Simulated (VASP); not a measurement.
Crystal: TiN.

```
Ti N
1.0
     0.00000    2.06511    2.06511
     2.06511    0.00000    2.06511
     2.06511    2.06511    0.00000
Ti N
1 1
Direct
  0.00000 0.00000 0.00000
  0.50000 0.50000 0.50000
```

Base run:

| Quantity | Value |
| --- | --- |
| Program | VASP 6.6.1 |
| Functional | PBE |
| Potentials or basis | VASP PAW PBE potentials, release 64 (Ti_sv, N) |
| Cutoff | 520 eV |
| k mesh | 20 × 20 × 20 |
| Occupations | gaussian, width 0.15 eV |
| Spin | collinear spin |
| Starting moments | [0.875, 0.0] μB |
| Fixed moment | 0.875 μB |

Its results: pressure 35.1 GPa; site moments Ti +0.66; N +0.06 μB.

**Question.** The run is repeated on the same cell with these changes: fixed moment from 0.875 μB to 0.375 μB; moments at the start from [0.88, 0.0] to [0.38, 0.0]. What comes out?

**Answer.** Pressure 29.3 GPa; site moments Ti +0.29; N +0.02 μB.

Caveats: the cell stands under pressure; the total moment is fixed, so each spin has its own Fermi level and the state may be an excited one.
